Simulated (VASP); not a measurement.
**Li (a cell with a defect): single point with PBE**

Li (a cell with a defect):

```
Li
1.0
     6.98000    0.00000    0.00000
     0.00000    6.98000    0.00000
     0.00000    0.00000    6.98000
Li
17
Cartesian
  -0.0400 -0.1205 -0.0508
  3.4530 0.0217 0.0840
  -0.0127 3.5098 -0.1414
  0.6339 0.4224 3.1389
  1.7048 1.9525 1.5093
  3.4375 3.1984 0.0983
  3.4444 0.0918 3.3582
  5.3557 1.6811 1.7387
  0.0021 3.4389 3.5270
  1.7615 5.1353 1.6972
  1.7745 1.7221 5.2954
  3.4894 3.3918 3.4591
  5.1741 5.0507 1.6153
  5.2719 1.6657 5.2146
  1.7761 5.2482 5.1730
  4.7104 4.8388 5.6882
  5.9211 6.0306 4.0289
```

```
Program             : VASP 6.6.1
Task                : single point
Functional          : PBE
Potentials or basis : VASP PAW PBE potentials, release 64 (Li_sv)
Cutoff              : 520 eV
k mesh              : 3 × 3 × 3
Occupations         : fermi-dirac, width 0.15 eV
Spin                : no spin polarisation
```

The largest force is 0.084 eV/Å and the band gap on the k mesh is zero (an odd number of electrons rules out a gap without spin polarisation).

Forces in eV/Å, atoms in the order of the input:
```
Li  -0.003  0.004 -0.003
Li  -0.002 -0.001 -0.014
Li  -0.007  0.010 -0.012
Li   0.005  0.010 -0.032
Li   0.014  0.003 -0.017
Li  -0.006  0.008  0.026
Li   0.014 -0.030  0.000
Li  -0.009  0.000 -0.003
Li   0.000 -0.014 -0.007
Li  -0.017  0.002 -0.001
Li  -0.004  0.001 -0.004
Li  -0.006 -0.004 -0.009
Li   0.008  0.033  0.015
Li  -0.007  0.002 -0.004
Li  -0.003 -0.004 -0.003
Li  -0.033 -0.011  0.005
Li   0.056 -0.009  0.063
```

Levels at points of the mesh, in eV from the Fermi level:
```
           k point  band 22  band 23  band 24  band 25  band 26  band 27  band 28  band 29
(0.00, 0.00, 0.00)    -1.20    -1.15    -1.15    -0.01     0.01     0.33     0.34     0.36
```

Wall time 4.4 min on 1 thread of Intel(R) Xeon(R) Platinum 8259CL CPU @ 2.50GHz (Skylake/Cascade Lake), on a shared host, peak memory 0.41 GiB.
